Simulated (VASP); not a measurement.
Runs of VASP 6.6.1 on Al2P3. The structure is that of space group Pmmn (No. 59), or close to it. The cells are those of the table. 

| task | level | cell | k mesh | cutoff (eV) | smearing | gap on the mesh (eV) | pressure (GPa) | largest force (eV/Å) |
| --- | --- | --- | --- | --- | --- | --- | --- | --- |
| single point | PBE+D3(BJ) | a = 3.418, b = 6.387, c = 7.907 Å, 10 atoms | 12 × 6 × 6 | 500 | gaussian 0.1 eV | none | (a) | 0.05 |
| relaxation of cell and atoms | PBE | relaxed from a = 3.420, b = 6.400, c = 7.893 Å, 10 atoms | 12 × 6 × 6 | 600 | gaussian 0.1 eV | none | 0.0 | 0.01 |
| single point | PBE | a = 3.420, b = 6.400, c = 8.600 Å, angles 90.0, 113.4, 90.0°, 10 atoms | 6 × 4 × 4 | 520 | gaussian 0.2 eV | none | -0.2 | 0.06 |
| single point | PBE | a = 3.420, b = 6.400, c = 7.893 Å, 10 atoms | 6 × 4 × 2 | 520 | gaussian 0.1 eV | none | -0.2 | 0.18 |

Alike in all rows: potentials or basis VASP PAW PBE potentials, release 64 (Al, P); no spin polarisation.

Q: Fill in the values left out.

A: (a) -3.7.

Caveats: some runs use coarse meshes; three body term missing (some runs); pairwise dispersion overbinds metals, which lowers pressure and volume (some runs).

A gap of «none» marks levels without a gap at the run's occupations.
